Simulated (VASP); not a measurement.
Set up this calculation in VASP 6.6.1, as the native input.

| Property | Result |
| --- | --- |
| Task | single point |
| Functional | r2SCAN |
| Potentials or basis | VASP PAW PBE potentials, release 64 (Ga_d, N) |
| Cutoff | 660 eV |
| k mesh | 12 × 12 × 6 |
| Occupations | gaussian, width 0.05 eV |
| Spin | no spin polarisation |
| Dipole correction | no |
| Further INCAR settings | ALGO = Normal; EDIFF = 1e-06; NBANDS = 26 |

The system is GaN.

```
Ga N
1.0
     3.18000    0.00000    0.00000
    -1.59000    2.75396    0.00000
     0.00000    0.00000    5.16600
Ga N
2 2
Direct
  0.33333 0.66667 0.96516
  0.66667 0.33333 0.50000
  0.33333 0.66667 0.37500
  0.66667 0.33333 0.87500
```

This cell differs from its parent crystal: atom 1 (Ga) moved -0.180 Å towards its neighbour atom 3 (N) at 1.937 Å.

One way to write it, as run:

POSCAR

```
GaN
1.0
    3.1799996605      0.0000000000      0.0000000000
   -1.5899998303      2.7539604900      0.0000000000
    0.0000000000      0.0000000000      5.1660000000
Ga N
2 2
Direct
    0.3333333333      0.6666666667     -0.0348432056
    0.6666666667      0.3333333333      0.5000000000
    0.3333333333      0.6666666667      0.3750000000
    0.6666666667      0.3333333333      0.8750000000
```

INCAR.step1

```
SYSTEM = GaN
ALGO     = Normal         ! electronic algorithm
EDIFF    = 1E-5           ! SCF threshold, eV
ENCUT    = 660            ! plane-wave cutoff, eV
GGA      = PE             ! functional
GGA_COMPAT= .False.      
ISMEAR   = 0              ! smearing method
LASPH    = .True.         ! aspherical terms in the spheres
LCHARG   = .False.        ! write CHGCAR
LREAL    = .False.        ! projectors in reciprocal space
LWAVE    = .True.         ! write WAVECAR
NBANDS   = 26             ! bands
NELM     = 120            ! most SCF steps
PREC     = Accurate       ! precision mode
SIGMA    = 0.05           ! smearing width, eV
```

INCAR.step2

```
SYSTEM = GaN
ALGO     = Normal         ! electronic algorithm
EDIFF    = 1E-6           ! SCF threshold, eV
ENCUT    = 660            ! plane-wave cutoff, eV
GGA_COMPAT= .False.      
ISIF     = 2              ! what is computed and relaxed
ISMEAR   = 0              ! smearing method
ISTART   = 1            
LASPH    = .True.         ! aspherical terms in the spheres
LCHARG   = .False.        ! write CHGCAR
LMIXTAU  = .True.       
LREAL    = .False.        ! projectors in reciprocal space
LWAVE    = .False.        ! write WAVECAR
METAGGA  = R2SCAN         ! meta-GGA
NBANDS   = 26             ! bands
NELM     = 120            ! most SCF steps
PREC     = Accurate       ! precision mode
SIGMA    = 0.05           ! smearing width, eV
```

KPOINTS

```
k-points
0
Gamma
  12 12 6
  0 0 0
```

Potentials or basis: VASP PAW PBE potentials, release 64 (Ga_d, N).

Launch:

```bash
$ cat potpaw_PBE.64/Ga_d/POTCAR potpaw_PBE.64/N/POTCAR > POTCAR
$ cp INCAR.step1 INCAR
$ mpirun -np 1 vasp_std > vasp.out
$ cp INCAR.step2 INCAR
$ mpirun -np 1 vasp_std > vasp.out
```

It gave:

| Property | Result |
| --- | --- |
| Pressure | 3.8 GPa |
| Largest force | 2.709 eV/Å |
| Band gap on the k mesh | 2.15 eV |

Caveat: the cell differs from its parent crystal (atom 1 (Ga) moved -0.180 Å towards its neighbour atom 3 (N) at 1.937 Å); the cell stands under pressure; the PAW data sets were made with another functional, which shifts forces and pressure a little.

Run time: 9.6 min on 1 thread of Intel(R) Xeon(R) Platinum 8488C (Sapphire Rapids), with other jobs on the host, peak memory 0.29 GiB.
